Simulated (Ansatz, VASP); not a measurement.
One calculation of PbS, two programs

The input INCAR:

```
  PREC = Accurate
  ENCUT = 520
  EDIFF = 1E-7
  ISMEAR = -1
  SIGMA = 0.01
  LREAL = F
  LASPH = T
  NELM = 100
  ALGO = Normal
  ISIF = 2
  LWAVE = F
  LCHARG = T
  GGA = PE
  LELF = T
  LVHAR = T
  NBANDS = 17
```

File KPOINTS:

```
regular mesh
0
Gamma
  8 8 8
```

File POSCAR:

```
PbS
1.0
    0.0000000000      2.9650000000      2.9057000000
    2.9650000000      0.0000000000      2.9057000000
    2.9650000000      2.9650000000      0.0000000000
Pb S
1 1
Direct
    0.0000000000      0.0000000000      0.0000000000
    0.5000000000      0.5000000000      0.5000000000
```

Input for Ansatz:

```yaml
crystal:
  lattice:
    - [0.0, 2.965, 2.9057]
    - [2.965, 0.0, 2.9057]
    - [2.965, 2.965, 0.0]
  atoms:
    - { symbol: Pb, position: [0.0, 0.0, 0.0] }
    - { symbol: S, position: [0.5, 0.5, 0.5] }
kpoints:
  mp_grid: { grid: [8, 8, 8] }
  band_path:
    path:
      - [0.0, 0.0, 0.0]
      - [0.0, 0.5, 0.5]
      - [0.25, 0.75, 0.5]
      - [0.0, 0.5, 0.0]
      - [0.0, 0.0, 0.0]
      - [0.5, 0.5, 0.0]
      - [0.3801541025, 0.6198458975, 0.0]
      - [-0.3801541025, 0.3801541025, 0.0]
      - [0.0, 0.0, 0.0]
    npoints: 5
scf:
  occupations: { method: fermi_dirac, width: 0.01 }
hamiltonian:
  xc: pbe
  pseudopotentials: { kind: all_electron, lapw: { basis_error: 0.0005 } }
output:
  forces: true
  stress: true
  eigenvalues: true
```

Change from the starting cell: zz strain of -2 %.

Alike in both runs: task single point; functional PBE; k mesh 8 × 8 × 8; occupations fermi-dirac, width 0.01 eV; no spin polarisation.

|  | VASP | Ansatz |
| --- | --- | --- |
| version | VASP 6.6.1 | Ansatz 0.2.0 |
| potentials or method | VASP PAW PBE potentials, release 64 (Pb_d, S), cutoff 520 eV | all-electron LAPW, scalar-relativistic |

```tsv
	VASP	Ansatz	Ansatz less VASP
pressure (GPa)	3.6	3.7	+0.08
traceless stress, the component that is largest in VASP (GPa)	2.01	2.01	-0.002
```

Ansatz ran all-electron here, and VASP with PAW potentials.

Spin-orbit coupling is off throughout.
